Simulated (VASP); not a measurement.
Runs of VASP 6.6.1 on KBr. The structure is that of space group P6_3/mmc (No. 194), or close to it. The cells are those of the table. 

```tsv
level	cell	smearing	gap on the mesh (eV)	pressure (GPa)
r2SCAN	a = 5.619, b = 5.619, c = 6.554 Å, angles 90.0, 90.0, 120.0°, 4 atoms	gaussian 0.01 eV	4.77	0.0
r2SCAN	a = 5.703, b = 5.703, c = 6.652 Å, angles 90.0, 90.0, 120.0°, 4 atoms	gaussian 0.01 eV	(a)	-0.5
PBE	a = 5.647, b = 5.647, c = 6.549 Å, angles 90.0, 90.0, 120.0°, 4 atoms	fermi-dirac 0.02 eV	4.17	0.3
PBE	a = 5.590, b = 5.590, c = 6.564 Å, angles 90.0, 90.0, 120.0°, 4 atoms	fermi-dirac 0.02 eV	4.20	0.5
PBE	a = 5.759, b = 5.654, c = 6.554 Å, angles 90.0, 90.0, 120.6°, 4 atoms	fermi-dirac 0.02 eV	4.15	0.1
r2SCAN	a = 5.647, b = 5.647, c = 6.549 Å, angles 90.0, 90.0, 120.0°, 4 atoms	gaussian 0.01 eV	4.75	-0.1
PBE	a = 5.703, b = 5.703, c = 6.652 Å, angles 90.0, 90.0, 120.0°, 4 atoms	fermi-dirac 0.02 eV	(b)	-0.1
```

Alike in all rows: task single point; potentials or basis VASP PAW PBE potentials, release 64 (K_sv, Br); no spin polarisation; k mesh 6 × 6 × 4; cutoff (eV) 520.

Problem. Estimate the missing entries.

Solution. (a) 4.71; (b) 4.12.

Caveats: the PAW data sets were made with another functional, which shifts forces and pressure a little (some runs).

A k mesh can miss the band edges, and the runs leave out spin-orbit coupling on Br.
